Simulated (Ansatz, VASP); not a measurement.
## Nb: VASP beside Ansatz

```xyz
1
Lattice="-1.6325 1.6325 1.6325 1.6325 -1.6325 1.6325 1.6325 1.6325 -1.6325" Properties=species:S:1:pos:R:3 pbc="T T T"
Nb    0.0000    0.0000    0.0000
```

Change from the starting cell: volume scaled by 0.96, PAW files.

Alike in both runs: task electric field gradients; functional PBE; k mesh 16 × 16 × 16; occupations fermi-dirac, width 0.08 eV; no spin polarisation.

|  | VASP | Ansatz |
| --- | --- | --- |
| version | VASP 6.6.1 | Ansatz 0.2.0 |
| potentials or method | VASP PAW PBE potentials, release 64 (Nb_sv) | PAW with Ansatz's default frozen-core files, scalar-relativistic |
| plane-wave cutoff (eV) | 520 | 420 |
| valence electrons in the cell | 13 | 13 |

|  | VASP | Ansatz | Ansatz less VASP |
| --- | --- | --- | --- |
| pressure (GPa) | 7.2 | 7.5 | +0.35 |
